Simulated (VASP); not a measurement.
The system is Li.

```
CELL_PARAMETERS angstrom
3.47000 0.00000 0.00000
0.00000 3.47000 0.00000
0.00000 0.00000 3.47000
ATOMIC_POSITIONS crystal
Li 0.00000 0.00000 0.00000
Li 0.50000 0.50000 0.50000
```

* Program: VASP 6.6.1
* Task: relaxation of cell and atoms
* Functional: LDA
* Potentials or basis: VASP PAW LDA potentials, release 64 (Li_sv)
* Cutoff: 600 eV
* k mesh: 20 × 20 × 20
* Occupations: methfessel-paxton, width 0.1 eV
* Spin: no spin polarisation

At the start: pressure -1.3 GPa; volume 20.89 Å³/atom.

Question: Where does the relaxation end?

Answer: Over 4 steps the energy falls by 9.8 meV/atom and the volume is 18.74 Å³/atom (-10.3 %); space group Im-3m (No. 229, to 0.1 Å) before and after.

The path:
```csv
step,energy change (eV),largest force (eV/Å),pressure (GPa),volume (Å³)
1,0.0000,0.0000,-1.35,41.78
2,-0.0080,0.0000,-1.10,40.73
3,-0.0195,0.0000,-0.08,37.68
4,-0.0196,0.0000,-0.01,37.47
```

Final structure:
```
CELL_PARAMETERS angstrom
3.34628 0.00000 0.00000
0.00000 3.34628 0.00000
0.00000 0.00000 3.34628
ATOMIC_POSITIONS crystal
Li 0.00000 0.00000 0.00000
Li 0.50000 0.50000 0.50000
```

Caveat: the cutoff is under 1.25 times the usual one of these potentials, so pressure, stress and relaxed cells hold a basis-set (Pulay) error.
